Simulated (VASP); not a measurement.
# Sb (Pm-3m) in VASP: single point with PBEsol

Aim: the single point of Sb with PBEsol.

Everything below comes from runs of VASP 6.6.1. Logs are shortened: lines on timing, memory, paths and dates and some standing lists are left out, and cuts for length are marked.

**1. The cell of the first run**

Symmetry: Pm-3m, No. 221, cubic system. The conventional cell has a = 3.160 Å, b = 3.160 Å, c = 3.160 Å, α = 90.00°, β = 90.00°, γ = 90.00°. Sb (site symmetry m-3m) has 6 Sb at 3.16 Å within 4.2 Å.

**2. Single point, PBEsol**

INCAR reads:

```
SYSTEM = Sb
ALGO = Normal
EDIFF = 1E-6
ENCUT = 520
GGA = PS
ISIF = 2
ISMEAR = 1
LASPH = .True.
LCHARG = .False.
LREAL = .False.
LWAVE = .False.
NBANDS = 8
NELM = 100
PREC = Accurate
SIGMA = 0.05
```

KPOINTS reads:

```
k-points
0
Gamma
  7 7 7
  0 0 0
```

POSCAR reads:

```
Sb
1.0
    3.1600000000      0.0000000000      0.0000000000
    0.0000000000      3.1600000000      0.0000000000
    0.0000000000      0.0000000000      3.1600000000
Sb
1
Direct
    0.0000000000      0.0000000000      0.0000000000
```

Potentials or basis: VASP PAW PBE potentials, release 64 (Sb).

Command:

```bash
cat potpaw_PBE.64/Sb/POTCAR > POTCAR
mpirun -np 1 vasp_std > vasp.out
```

OUTCAR:

```text
SYSTEM = Sb
   EDIFF = 1E-6
   ENCUT = 520
   GGA = PS
   ISIF = 2
   ISMEAR = 1
   LASPH = .True.
   LREAL = .False.
   NELM = 100
   PREC = Accurate

 ion  position               nearest neighbor table
   1  0.000  0.000  0.000-

  LATTYP: Found a simple cubic cell.
 ALAT       =     3.1600000000

  Lattice vectors:

 A1 = (   3.1600000000,   0.0000000000,   0.0000000000)
 A2 = (   0.0000000000,   3.1600000000,   0.0000000000)
 A3 = (   0.0000000000,   0.0000000000,   3.1600000000)

Analysis of symmetry for initial positions (statically):
=====================================================================
 Subroutine PRICEL returns:
 Original cell was already a primitive cell.

 Routine SETGRP: Setting up the symmetry group for a
 simple cubic supercell.

 Subroutine GETGRP returns: Found 48 space group operations
[... 9 lines left out ...]

 Routine SETGRP: Setting up the symmetry group for a
 simple cubic supercell.

 Subroutine GETGRP returns: Found 48 space group operations
[... 11 lines left out ...]
                                     Primitive cell

  volume of cell :      31.5545

  direct lattice vectors                    reciprocal lattice vectors
     3.160000000  0.000000000  0.000000000     0.316455696  0.000000000  0.000000000
     0.000000000  3.160000000  0.000000000     0.000000000  0.316455696  0.000000000
     0.000000000  0.000000000  3.160000000     0.000000000  0.000000000  0.316455696

  length of vectors
     3.160000000  3.160000000  3.160000000     0.316455696  0.316455696  0.316455696

  position of ions in fractional coordinates (direct lattice)
     0.000000000  0.000000000  0.000000000

  ion indices of the primitive-cell ions
   primitive index   ion index
                 1           1

----------------------------------------------------------------------------------------

 KPOINTS: k-points

Automatic generation of k-mesh.
 Grid dimensions read from file:
 generate k-points for:    7    7    7

 Generating k-lattice:

  Cartesian coordinates                     Fractional coordinates (reciprocal lattice)
     0.045207957  0.000000000  0.000000000     0.142857143  0.000000000  0.000000000
     0.000000000  0.045207957  0.000000000     0.000000000  0.142857143  0.000000000
     0.000000000  0.000000000  0.045207957     0.000000000  0.000000000  0.142857143

  Length of vectors
     0.045207957  0.045207957  0.045207957

  Shift w.r.t. Gamma in fractional coordinates (k-lattice)
     0.000000000  0.000000000  0.000000000

 Subroutine IBZKPT returns following result:
 ===========================================

 Found     20 irreducible k-points:

 Following reciprocal coordinates:
            Coordinates               Weight
  0.000000  0.000000  0.000000      1.000000
  0.142857  0.000000  0.000000      6.000000
  0.285714  0.000000  0.000000      6.000000
  0.428571  0.000000  0.000000      6.000000
  0.142857  0.142857  0.000000     12.000000
  0.285714  0.142857  0.000000     24.000000
[... 12 lines left out ...]
  0.428571  0.428571  0.285714     24.000000
  0.428571  0.428571  0.428571      8.000000
   k-points           NKPTS =     20   k-points in BZ     NKDIM =     20   number of bands    NBANDS=      8
   number of dos      NEDOS =    301   number of ions     NIONS =      1
   total plane-waves  NPLWV =  13824
   dimension x,y,z NGX =    24 NGY =   24 NGZ =   24
   dimension x,y,z NGXF=    48 NGYF=   48 NGZF=   48
   ions per type =               1
   NGX,Y,Z   is equivalent  to a cutoff of  12.63, 12.63, 12.63 a.u.
   NGXF,Y,Z  is equivalent  to a cutoff of  25.25, 25.25, 25.25 a.u.
 SYSTEM =  Sb
   PREC   = accura    normal or accurate (medium, high low for compatibility)
   ISTART =      0    job   : 0-new  1-cont  2-samecut
   ICHARG =      2    charge: 1-file 2-atom 10-const
   ISPIN  =      1    spin polarized calculation?
   LNONCOLLINEAR =      F non collinear calculations
   LSORBIT =      F    spin-orbit coupling
   LASPH  =      T    aspherical Exc in radial PAW
   ENCUT  =  520.0 eV  38.22 Ry    6.18 a.u.   5.88  5.88  5.88*2*pi/ulx,y,z
   NELM   =    100;   NELMIN=  2; NELMDL= -5     # of ELM steps
   EDIFF  = 0.1E-05   stopping-criterion for ELM
   LREAL  =      F    real-space projection
   EDIFFG = 0.1E-04   stopping-criterion for IOM
   NSW    =      0    number of steps for IOM
   IBRION =     -1    ionic relax: 0-MD 1-quasi-New 2-CG
   NFREE  =      0    steps in history (QN), initial steepest desc. (CG)
   ISIF   =      2    stress and relaxation
   ISYM   =      2    0-nonsym 1-usesym 2-fastsym
   POTIM  = 0.5000    time-step for ionic-motion
   TEBEG  =    0.0;   TEEND  =   0.0 temperature during run
   PSTRESS=    0.0 pullay stress
   NELECT =       5.0000    total number of electrons
   NUPDOWN=      -1.0000    fix difference up-down
   EMIN   =  10.00;   EMAX   =-10.00  energy-range for DOS
   EFERMI =   0.00;   METHOD = LEGACY
   ISMEAR =     1;   SIGMA  =   0.05  broadening in eV -4-tet -1-fermi 0-gaus
   EFERMI_NEDOS =   21; number of points for ismear=-14 and -15
   IALGO  =     38    algorithm
   IMIX   =      4    mixing-type and parameters
     AMIX     =   0.40;   BMIX     =  1.00
     AMIX_MAG =   1.60;   BMIX_MAG =  1.00
  volume/ion in A,a.u.               =      31.55       212.94
  Fermi-wavevector in a.u.,A,eV,Ry     =   0.885886  1.674081 10.677766  0.784794
  Thomas-Fermi vector in A             =   2.006979
   LORBIT       =      0    0 simple, 1 ext, 2 COOP (PROOUT), +10 PAW based schemes
   GGA     = PS    functional components
   LHFCALC =     F    Hartree Fock is set to
   AEXX    =    0.0000 exact exchange contribution
   IVDW    =     0    specifies the selected vdW correction
   LEPSILON=     F    determine dielectric tensor
   LRPA    =     F    only Hartree local field effects (RPA)
 non-spin polarized calculation
 Methfessel and Paxton  Order N= 1 SIGMA  =   0.05
  energy-cutoff  :      520.00
  volume of cell :       31.55
 maximum number of plane-waves:       870
 NGX is ok and might be reduce to    24
   NGX = 11   NGY = 11   NGZ = 11

 number of electron       5.0000001 magnetization

 Free energy of the ion-electron system (eV)
  ---------------------------------------------------
  ext. energy  EPLUGINS =         0.00000000
  ---------------------------------------------------
  free energy    TOTEN  =        -4.51559192 eV

  energy without entropy =       -4.51572749  energy(sigma->0) =       -4.51563711

 E-fermi :   6.1940     XC(G=0):  -9.5216

 val. band max:        6.1705891050   @ k =   0.2857   0.2857   0.2857
 cond. band min:       6.2395496598   @ k =   0.4286   0.2857   0.2857
 fundamental gap:      0.0689605548
 Fermi energy:         6.1940055474

 k-point     1 :       0.0000    0.0000    0.0000
  band No.  band energies     occupation
      1      -5.6854      2.00000
      2       9.4153      0.00000
      3       9.4153      0.00000
      4       9.4153      0.00000
      5      13.1909      0.00000
      6      13.1909      0.00000
      7      14.0915      0.00000
      8      23.7056      0.00000

 k-point     2 :       0.1429    0.0000    0.0000
  band No.  band energies     occupation
      1      -5.4087      2.00000
      2       6.9074     -0.00000
      3       9.6808      0.00000
      4       9.6808      0.00000
      5      13.4195      0.00000
      6      13.9835      0.00000
      7      16.4506      0.00000
      8      21.7868      0.00000

 k-point     3 :       0.2857    0.0000    0.0000
  band No.  band energies     occupation
      1      -4.6281      2.00000
      2       3.6994      2.00000
      3      10.3808      0.00000
      4      10.3808      0.00000
      5      14.0816      0.00000
      6      14.7804      0.00000
      7      19.4322      0.00000
      8      19.4322      0.00000

 k-point     4 :       0.4286    0.0000    0.0000
  band No.  band energies     occupation
      1      -3.6630      2.00000
      2       1.4435      2.00000
      3      11.1169      0.00000
      4      11.1169      0.00000
      5      14.9823      0.00000
      6      16.0656      0.00000
      7      17.8225      0.00000
      8      17.8225      0.00000

 k-point     5 :       0.1429    0.1429    0.0000
  band No.  band energies     occupation
      1      -5.1319      2.00000
      2       7.0741     -0.00000
      3       7.2820      0.00000
      4       9.9468      0.00000
      5      13.9190      0.00000
      6      16.3622      0.00000
      7      16.7338      0.00000
      8      19.4148      0.00000

 k-point     6 :       0.2857    0.1429    0.0000
  band No.  band energies     occupation
      1      -4.3503      2.00000
      2       3.9656      2.00000
      3       7.9181      0.00000
      4      10.6482      0.00000
      5      14.5899      0.00000
      6      15.8727      0.00000
      7      17.7443      0.00000
      8      19.6396      0.00000

 k-point     7 :       0.4286    0.1429    0.0000
  band No.  band energies     occupation
      1      -3.3828      2.00000
      2       1.7082      2.00000
      3       8.7586      0.00000
      4      11.3861      0.00000
      5      14.0348      0.00000
      6      15.8271      0.00000
      7      17.8513      0.00000
      8      18.0402      0.00000
[... 89 lines left out ...]
 k-point    16 :       0.4286    0.4286    0.1429
  band No.  band energies     occupation
      1      -1.2851      2.00000
      2       3.4346      2.00000
      3       3.5658      2.00000
      4       9.4628      0.00000
      5      10.6252      0.00000
      6      16.0308      0.00000
      7      16.1899      0.00000
      8      19.7809      0.00000

 k-point    17 :       0.2857    0.2857    0.2857
  band No.  band energies     occupation
      1      -2.4935      2.00000
      2       5.4897      2.00000
      3       5.4897      2.00000
      4       6.1706      1.70442
      5      13.5732      0.00000
      6      14.4610      0.00000
      7      14.4610      0.00000
      8      20.8778      0.00000

 k-point    18 :       0.4286    0.2857    0.2857
  band No.  band energies     occupation
      1      -1.4973      2.00000
      2       3.3958      2.00000
      3       6.2395     -0.02647
      4       6.9064     -0.00000
      5      11.7717      0.00000
      6      12.6496      0.00000
      7      15.1806      0.00000
      8      18.8910      0.00000

 k-point    19 :       0.4286    0.4286    0.2857
  band No.  band energies     occupation
      1      -0.4603      2.00000
      2       4.1166      2.00000
      3       4.2633      2.00000
      4       7.4240      0.00000
      5      10.2385      0.00000
      6      13.2144      0.00000
      7      13.3896      0.00000
      8      16.7981      0.00000

 k-point    20 :       0.4286    0.4286    0.4286
  band No.  band energies     occupation
      1       0.6362      2.00000
      2       4.8461      2.00000
      3       4.8461      2.00000
      4       5.2060      2.00000
      5      11.0870      0.00000
      6      11.5845      0.00000
      7      11.5845      0.00000
      8      14.5901      0.00000

------------------------ aborting loop because EDIFF is reached ----------------------------------------

  FORCE on cell =-STRESS in cart. coord.  units (eV):
  Direction    XX          YY          ZZ          XY          YZ          ZX
  --------------------------------------------------------------------------------------
  -------------------------------------------------------------------------------------
  Total       -0.9078945     -0.9078945     -0.9078945     -0.0000000     -0.0000000      0.0000000
  in kB      -46.0982784    -46.0982784    -46.0982784     -0.0000000     -0.0000000      0.0000000
  external PRESSURE =     -46.0982784 kB  Pullay stress =       0.0000000 kB

 VOLUME and BASIS-vectors are now :
 -----------------------------------------------------------------------------
  energy-cutoff  :      520.00
  volume of cell :       31.55
      direct lattice vectors                 reciprocal lattice vectors
     3.160000000  0.000000000  0.000000000     0.316455696  0.000000000  0.000000000
     0.000000000  3.160000000  0.000000000     0.000000000  0.316455696  0.000000000
     0.000000000  0.000000000  3.160000000     0.000000000  0.000000000  0.316455696

 POSITION                                       TOTAL-FORCE (eV/Angst)
 -----------------------------------------------------------------------------------
      0.00000      0.00000      0.00000         0.000000      0.000000      0.000000
 -----------------------------------------------------------------------------------
    total drift:                               -0.000000      0.000000      0.000000

  FREE ENERGIE OF THE ION-ELECTRON SYSTEM (eV)
  ---------------------------------------------------
  free  energy   TOTEN  =        -4.5155919236 eV

  energy  without entropy=       -4.5157274867  energy(sigma->0) =       -4.51563711
```

Run time: 4.4 s. Hardware: 1 thread of Intel Xeon Platinum 8488C (Sapphire Rapids), shared host; peak memory 0.13 GiB.

What came out:

```
Free energy : -4.5156 eV
Pressure    : -4.6 GPa
```

Caveat: the PAW data sets were made with another functional, which shifts forces and pressure a little; spin-orbit coupling is left out, which moves the levels of the heavy elements.
